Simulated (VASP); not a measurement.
# Mo (Immm) in VASP: single point with LDA

Aim: the single point of Mo with LDA.

All numbers are computed with VASP 6.6.1; they aren't measurements. Logs are shortened: lines on timing, memory, paths and dates and some standing lists are left out, and cuts for length are marked.

**1. The cell of the first run**

Symmetry: Immm, No. 71, orthorhombic system. The conventional cell has a = 2.956 Å, b = 3.111 Å, c = 3.267 Å, α = 90.00°, β = 90.00°, γ = 90.00°. Within 3.6 Å of Mo (site symmetry mmm) lie 14 Mo at 2.70 to 3.27 Å.

**2. Single point, LDA**

Contents of INCAR:

```
PREC     = Accurate       # precision mode
ENCUT    = 520            # plane-wave cutoff, eV
EDIFF    = 1E-7           # SCF threshold, eV
ISMEAR   = 0              # smearing method
SIGMA    = 0.15           # smearing width, eV
LREAL    = False          # projectors in reciprocal space
LASPH    = True           # aspherical terms in the spheres
NELM     = 60             # most SCF steps
ALGO     = Fast           # electronic algorithm
ISIF     = 2              # what is computed and relaxed
LWAVE    = False          # write WAVECAR
LCHARG   = False          # write CHGCAR
NBANDS   = 13             # bands
```

Contents of KPOINTS:

```
regular mesh
0
Gamma
  20 20 20
```

Contents of POSCAR:

```
Mo
1.0
   -1.4778997072      1.6334680974      1.5556839023
    1.4778997072     -1.6334680974      1.5556839023
    1.4778997072      1.6334680974     -1.5556839023
Mo
1
Direct
    0.0000000000      0.0000000000      0.0000000000
```

Potentials or basis: VASP PAW LDA potentials, release 64 (Mo_sv).

Started as:

```bash
$ cat potpaw_LDA.64/Mo_sv/POTCAR > POTCAR
$ mpirun -np 1 vasp_std > vasp.out
```

OUTCAR:

```text
PREC = Accurate
   ENCUT = 520
   EDIFF = 1E-7
   ISMEAR = 0
   LREAL = False
   LASPH = True
   NELM = 60
   ISIF = 2

 ion  position               nearest neighbor table
   1  0.000  0.000  0.000-

  LATTYP: Found a body centered orthorhombic cell.
 ALAT       =     2.9557994144
 B/A-ratio  =     1.0526315789
 C/A-ratio  =     1.1052631579

  Lattice vectors:

 A1 = (  -1.4778997072,  -1.6334680974,   1.5556839023)
 A2 = (   1.4778997072,  -1.6334680974,  -1.5556839023)
 A3 = (   1.4778997072,   1.6334680974,   1.5556839023)

Analysis of symmetry for initial positions (statically):
=====================================================================
 Subroutine PRICEL returns:
 Original cell was already a primitive cell.

 Routine SETGRP: Setting up the symmetry group for a
 body centered orthorhombic supercell.

 Subroutine GETGRP returns: Found  8 space group operations
 (whereof  8 operations were pure point group operations)
 out of a pool of  8 trial point group operations.

The static configuration has the point symmetry D_2h.

Analysis of symmetry for dynamics (positions and initial velocities):
=====================================================================
 Subroutine PRICEL returns:
 Original cell was already a primitive cell.

 Routine SETGRP: Setting up the symmetry group for a
 body centered orthorhombic supercell.

 Subroutine GETGRP returns: Found  8 space group operations
 (whereof  8 operations were pure point group operations)
 out of a pool of  8 trial point group operations.

The dynamic configuration has the point symmetry D_2h.

 Subroutine INISYM returns: Found  8 space group operations
 (whereof  8 operations are pure point group operations),
 and found     1 'primitive' translations

----------------------------------------------------------------------------------------

                                     Primitive cell

  volume of cell :      15.0223

  direct lattice vectors                    reciprocal lattice vectors
    -1.477899707  1.633468097  1.555683902     0.000000000  0.306097193  0.321402053
     1.477899707 -1.633468097  1.555683902     0.338317951  0.000000000  0.321402053
     1.477899707  1.633468097 -1.555683902     0.338317951  0.306097193  0.000000000

  length of vectors
     2.696768061  2.696768061  2.696768061     0.443840930  0.466645814  0.456239550

  position of ions in fractional coordinates (direct lattice)
     0.000000000  0.000000000  0.000000000

  ion indices of the primitive-cell ions
   primitive index   ion index
                 1           1

----------------------------------------------------------------------------------------

 KPOINTS: regular mesh

Automatic generation of k-mesh.
 Grid dimensions read from file:
 generate k-points for:   20   20   20

 Generating k-lattice:

  Cartesian coordinates                     Fractional coordinates (reciprocal lattice)
     0.000000000  0.015304860  0.016070103     0.050000000  0.000000000  0.000000000
     0.016915898  0.000000000  0.016070103    -0.000000000  0.050000000  0.000000000
     0.016915898  0.015304860  0.000000000    -0.000000000  0.000000000  0.050000000

  Length of vectors
     0.022192047  0.023332291  0.022811978

  Shift w.r.t. Gamma in fractional coordinates (k-lattice)
     0.000000000  0.000000000  0.000000000

 Subroutine IBZKPT returns following result:
 ===========================================

 Found   1166 irreducible k-points:

 Following reciprocal coordinates:
            Coordinates               Weight
  0.000000  0.000000  0.000000      1.000000
  0.050000 -0.000000  0.000000      4.000000
  0.100000 -0.000000  0.000000      4.000000
  0.150000  0.000000  0.000000      4.000000
  0.200000 -0.000000  0.000000      4.000000
  0.250000 -0.000000  0.000000      4.000000
[... 16 lines left out ...]
 -0.450000  0.050000 -0.000000      8.000000
 -0.400000  0.050000  0.000000      8.000000
 [... further k-points ...]
   k-points           NKPTS =   1166   k-points in BZ     NKDIM =   1166   number of bands    NBANDS=     13
   number of dos      NEDOS =    301   number of ions     NIONS =      1
   total plane-waves  NPLWV =   8000
   dimension x,y,z NGX =    20 NGY =   20 NGZ =   20
   dimension x,y,z NGXF=    40 NGYF=   40 NGZF=   40
   ions per type =               1
   NGX,Y,Z   is equivalent  to a cutoff of  12.33, 12.33, 12.33 a.u.
   NGXF,Y,Z  is equivalent  to a cutoff of  24.66, 24.66, 24.66 a.u.
 SYSTEM =  unknown system
   PREC   = accura    normal or accurate (medium, high low for compatibility)
   ISTART =      0    job   : 0-new  1-cont  2-samecut
   ICHARG =      2    charge: 1-file 2-atom 10-const
   ISPIN  =      1    spin polarized calculation?
   LNONCOLLINEAR =      F non collinear calculations
   LSORBIT =      F    spin-orbit coupling
   LASPH  =      T    aspherical Exc in radial PAW
   ENCUT  =  520.0 eV  38.22 Ry    6.18 a.u.   5.01  5.01  5.01*2*pi/ulx,y,z
   NELM   =     60;   NELMIN=  2; NELMDL= -5     # of ELM steps
   EDIFF  = 0.1E-06   stopping-criterion for ELM
   LREAL  =      F    real-space projection
   EDIFFG = 0.1E-05   stopping-criterion for IOM
   NSW    =      0    number of steps for IOM
   IBRION =     -1    ionic relax: 0-MD 1-quasi-New 2-CG
   NFREE  =      0    steps in history (QN), initial steepest desc. (CG)
   ISIF   =      2    stress and relaxation
   ISYM   =      2    0-nonsym 1-usesym 2-fastsym
   POTIM  = 0.5000    time-step for ionic-motion
   TEBEG  =    0.0;   TEEND  =   0.0 temperature during run
   PSTRESS=    0.0 pullay stress
   NELECT =      14.0000    total number of electrons
   NUPDOWN=      -1.0000    fix difference up-down
   EMIN   =  10.00;   EMAX   =-10.00  energy-range for DOS
   EFERMI =   0.00;   METHOD = LEGACY
   ISMEAR =     0;   SIGMA  =   0.15  broadening in eV -4-tet -1-fermi 0-gaus
   EFERMI_NEDOS =   21; number of points for ismear=-14 and -15
   IALGO  =     68    algorithm
   IMIX   =      4    mixing-type and parameters
     AMIX     =   0.40;   BMIX     =  1.00
     AMIX_MAG =   1.60;   BMIX_MAG =  1.00
  volume/ion in A,a.u.               =      15.02       101.38
  Fermi-wavevector in a.u.,A,eV,Ry     =   1.599086  3.021835 34.791137  2.557076
  Thomas-Fermi vector in A             =   2.696434
   LORBIT       =      0    0 simple, 1 ext, 2 COOP (PROOUT), +10 PAW based schemes
   GGA     = CA    functional components
   LHFCALC =     F    Hartree Fock is set to
   AEXX    =    0.0000 exact exchange contribution
   IVDW    =     0    specifies the selected vdW correction
   LEPSILON=     F    determine dielectric tensor
   LRPA    =     F    only Hartree local field effects (RPA)
 non-spin polarized calculation
 RMM-DIIS sequential band-by-band and
 Gauss-broadening in eV      SIGMA  =   0.15
  energy-cutoff  :      520.00
  volume of cell :       15.02
 maximum number of plane-waves:       419
   NGX =  9   NGY =  9   NGZ =  9

 number of electron      14.0000002 magnetization

 Free energy of the ion-electron system (eV)
  ---------------------------------------------------
  ext. energy  EPLUGINS =         0.00000000
  ---------------------------------------------------
  free energy    TOTEN  =       -12.05810099 eV

  energy without entropy =      -12.05038200  energy(sigma->0) =      -12.05424150

 E-fermi :  13.1195     XC(G=0): -13.8242

 val. band max:       13.1178342590   @ k =  -0.2500   0.3500   0.2500
 cond. band min:      13.1198001772   @ k =  -0.1000  -0.1500   0.1000
 fundamental gap:      0.0019659182
 Fermi energy:        13.1195372942

 k-point     1 :       0.0000    0.0000    0.0000
  band No.  band energies     occupation
      1     -47.8110      2.00000
      2     -21.1690      2.00000
      3     -21.1652      2.00000
      4     -21.1235      2.00000
      5       5.7709      2.00000
      6      11.1168      2.00000
      7      11.8002      2.00000
      8      12.3207      2.00000
      9      14.0634      0.00000
     10      15.4100      0.00000
     11      27.1484      0.00000
     12      28.0368      0.00000
     13      29.1215      0.00000

 k-point     2 :       0.0500   -0.0000    0.0000
  band No.  band energies     occupation
      1     -47.8038      2.00000
      2     -21.2099      2.00000
      3     -21.1661      2.00000
      4     -21.1346      2.00000
      5       5.8820      2.00000
      6      11.1228      2.00000
      7      11.8198      2.00000
      8      12.3487      2.00000
      9      13.9779      0.00000
     10      15.3838      0.00000
     11      27.3247      0.00000
     12      28.1796      0.00000
     13      29.3010      0.00000

 k-point     3 :       0.1000   -0.0000    0.0000
  band No.  band energies     occupation
      1     -47.7829      2.00000
      2     -21.3328      2.00000
      3     -21.1667      2.00000
      4     -21.1638      2.00000
      5       6.2009      2.00000
      6      11.1319      2.00000
      7      11.7728      2.00000
      8      12.5448      2.00000
      9      13.7709      0.00000
     10      15.3176      0.00000
     11      27.7322      0.00000
     12      28.5950      0.00000
     13      29.8286      0.00000
[... 305 lines left out ...]
 k-point    23 :      -0.4500    0.0500   -0.0000
  band No.  band energies     occupation
      1     -47.5237      2.00000
      2     -22.6896      2.00000
      3     -21.5539      2.00000
      4     -21.1506      2.00000
      5       7.8042      2.00000
      6      10.3207      2.00000
      7      13.4462      0.00207
      8      14.0365      0.00000
      9      15.4030      0.00000
     10      17.7445      0.00000
     11      25.3192      0.00000
     12      26.0268      0.00000
     13      32.4841      0.00000

 k-point    24 :      -0.4000    0.0500    0.0000
  band No.  band energies     occupation
      1     -47.5520      2.00000
      2     -22.5517      2.00000
      3     -21.5135      2.00000
      4     -21.1525      2.00000
      5       7.9154      2.00000
      6      10.4619      2.00000
      7      12.6927      1.99994
      8      13.9911      0.00000
      9      15.2113      0.00000
     10      16.9705      0.00000
     11      25.9207      0.00000
     12      26.8645      0.00000
     13      33.6954      0.00000

 [... further k-points ...]
[... 5 lines left out ...]
  --------------------------------------------------------------------------------------
  -------------------------------------------------------------------------------------
  Total        1.8008028     -1.1299650      0.1365905      0.0000000      0.0000000      0.0000000
  in kB      192.0612594   -120.5143014     14.5678026      0.0000000      0.0000000      0.0000000
  external PRESSURE =      28.7049202 kB  Pullay stress =       0.0000000 kB

 VOLUME and BASIS-vectors are now :
 -----------------------------------------------------------------------------
  energy-cutoff  :      520.00
  volume of cell :       15.02
      direct lattice vectors                 reciprocal lattice vectors
    -1.477899707  1.633468097  1.555683902     0.000000000  0.306097193  0.321402053
     1.477899707 -1.633468097  1.555683902     0.338317951  0.000000000  0.321402053
     1.477899707  1.633468097 -1.555683902     0.338317951  0.306097193  0.000000000

 POSITION                                       TOTAL-FORCE (eV/Angst)
 -----------------------------------------------------------------------------------
      0.00000      0.00000      0.00000         0.000000     -0.000000      0.000000
 -----------------------------------------------------------------------------------
    total drift:                                0.000000     -0.000000      0.000000

  FREE ENERGIE OF THE ION-ELECTRON SYSTEM (eV)
  ---------------------------------------------------
  free  energy   TOTEN  =       -12.0581009920 eV

  energy  without entropy=      -12.0503820027  energy(sigma->0) =      -12.05424150
```

Wall time 2.6 min (1 thread of Intel Xeon Platinum 8259CL at 2.50GHz (Skylake/Cascade Lake), shared host); peak memory 0.3 GiB.

What came out:

```
Free energy            : -12.0581 eV
Pressure               : 2.9 GPa
Band gap on the k mesh : zero (bands 7 and 8 overlap by 5.30 eV)
```

Levels at points of the mesh, in eV from the Fermi level:
```csv
k point,band 3,band 4,band 5,band 6,band 7,band 8,band 9,band 10,band 11,band 12
"(0.00, 0.00, 0.00)",-34.28,-34.24,-7.35,-2.00,-1.32,-0.80,0.94,2.29,14.03,14.92
"(0.50, 0.00, 0.00)",-34.68,-34.25,-5.49,-2.89,0.82,1.44,2.18,4.92,11.78,12.26
"(0.00, 0.50, 0.00)",-34.85,-34.37,-5.66,-4.17,2.22,2.28,3.11,5.15,11.96,12.79
"(0.50, 0.50, 0.00)",-34.78,-34.31,-5.57,-3.59,1.25,1.90,3.01,4.96,12.05,12.29
"(0.50, 0.50, 0.50)",-35.38,-35.18,-5.88,-5.65,4.08,4.27,4.46,8.11,9.34,10.72
```

Caveat: the cell differs from its parent crystal (strain +e along x and -e along y -0.0500, strain +e along z and -e/2 along x and y +0.0000); the stress differs along the axes, from -12 to 19 GPa.
